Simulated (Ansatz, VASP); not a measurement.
Two plane-wave programs on O

Contents of INCAR:

```
SYSTEM = O
  PREC = Accurate
  ENCUT = 520
  EDIFF = 1E-7
  ISMEAR = -1
  SIGMA = 0.05
  LREAL = .FALSE.
  LASPH = .TRUE.
  NELM = 150
  ALGO = Normal
  ISIF = 2
  LWAVE = .FALSE.
  LCHARG = .FALSE.
  ISPIN = 2
  MAGMOM = 1 1
  LORBIT = 11
  GGA = PS
  IBRION = 2
  NSW = 80
  EDIFFG = -0.03
```

Contents of KPOINTS:

```
regular mesh
0
G
  1 1 1
  0 0 0
```

File POSCAR:

```
O
1.0
    9.0000000000      0.0000000000      0.0000000000
    0.0000000000      9.5000000000      0.0000000000
    0.0000000000      0.0000000000     10.0000000000
O
2
Direct
    0.5000000000      0.5000000000      0.4385000000
    0.5000000000      0.5000000000      0.5615000000
```

Input for Ansatz:

```yaml
crystal:
  lattice:
    - [9.0, 0.0, 0.0]
    - [0.0, 9.5, 0.0]
    - [0.0, 0.0, 10.0]
  atoms:
    - { symbol: O, position: [0.5, 0.5, 0.4385], spin: 1.0 }
    - { symbol: O, position: [0.5, 0.5, 0.5615], spin: 1.0 }
basis:
  ecutwfc: 420.0
kpoints:
  mp_grid:
    grid: [1, 1, 1]
hamiltonian:
  xc: pbesol
magnetization:
  spin_polarized: true
scf:
  occupations:
    method: fermi_dirac
    width: 0.05
relax:
  f_tol: 0.03
output:
  stress: true
```

Alike in both runs: task relaxation of the atoms; functional PBEsol; k mesh 1 × 1 × 1; occupations fermi-dirac, width 0.05 eV; collinear spin.

|  | VASP | Ansatz |
| --- | --- | --- |
| version | VASP 6.6.1 | Ansatz 0.2.0 |
| potentials or method | VASP PAW PBE potentials, release 64 (O), cutoff 520 eV | plane waves, PAW |
| valence electrons in the cell | 12 | 12 |

```csv
,VASP,Ansatz,Ansatz less VASP
net moment per atom (μB),1.00,1.00,0.000
size of the moment on the site where the two differ most (μB),0.81,0.55,-0.258
```

VASP's potentials were made for PBE, not for PBEsol. Site moments also hang on the region over which each program counts them. Ansatz's warnings: end state compared, stress scf threshold loose.

Noted on VASP's run: the standard files for N, O and F lose accuracy on very short bonds.
